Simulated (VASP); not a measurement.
Here is a VASP 6.6.1 calculation.

Contents of INCAR:

```
SYSTEM = H
PREC     = Accurate       ! precision mode
ENCUT    = 500            ! plane-wave cutoff, eV
EDIFF    = 1E-8           ! SCF threshold, eV
ISMEAR   = -1             ! smearing method
SIGMA    = 0.05           ! smearing width, eV
LREAL    = .False.        ! projectors in reciprocal space
LASPH    = .True.         ! aspherical terms in the spheres
NELM     = 200            ! most SCF steps
ALGO     = Normal         ! electronic algorithm
ISIF     = 2              ! what is computed and relaxed
LWAVE    = .False.        ! write WAVECAR
LCHARG   = .False.        ! write CHGCAR
ISPIN    = 2              ! spin polarisation
MAGMOM   = 1              ! initial moments
LORBIT   = 11             ! projections on sites
GGA      = PE             ! functional
NBANDS   = 10             ! bands
IBRION   = 8              ! ionic algorithm
NSW      = 1              ! ionic steps
GGA_COMPAT= .False.
```

KPOINTS

```
regular mesh
0
Gamma
  12 12 12
  0 0 0
```

File POSCAR:

```
H
1.0
    3.0000000000      0.0000000000      0.0000000000
    0.0000000000      3.0000000000      0.0000000000
    0.0000000000      0.0000000000      3.0000000000
H
1
Direct
    0.0000000000      0.0000000000      0.0000000000
```

Potentials or basis: VASP PAW PBE potentials, release 64 (H).

Launch:

```sh
$ cat potpaw_PBE.64/H/POTCAR > POTCAR
$ mpirun -np 1 vasp_std > vasp.out
```

(1) Estimate the net moment.

(2) Estimate the site moments.

Answers

(1) 1.00 μB per cell.

(2) H +0.39 μB.
